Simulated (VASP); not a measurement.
Runs of VASP 6.6.1 on Re. The structure is that of space group Pm-3m (No. 221), or close to it. The cells are those of the table. 

```csv
level,U,cell,gap on the mesh (eV),pressure (GPa)
PBE+U,Re d U = 1.0 eV,"a = 2.578 Å, 1 atom",none,(b)
PBE,-,"a = 2.267 Å, 1 atom",none,223.9
PBE,-,"a = 2.578 Å, 1 atom",none,(a)
PBE,-,"a = 2.150 Å, 1 atom",none,433.6
PBE,-,"a = 2.373 Å, 1 atom",none,108.1
```

Alike in all rows: task single point; potentials or basis VASP PAW PBE potentials, release 64 (Re); no spin polarisation; k mesh 15 × 15 × 15; cutoff (eV) 520; smearing fermi-dirac 0.08 eV.

Question: Estimate the missing entries.

Answer: (a) -1.0; (b) -0.9.

Caveats: spin-orbit coupling is left out, which moves the levels of the heavy elements; U without spin polarisation on a metal has little footing (some runs); the U is typed as a test and isn't derived for this compound (some runs).

A k mesh can miss the band edges, and the runs leave out spin-orbit coupling on Re.

A gap of «none» marks levels without a gap at the run's occupations.
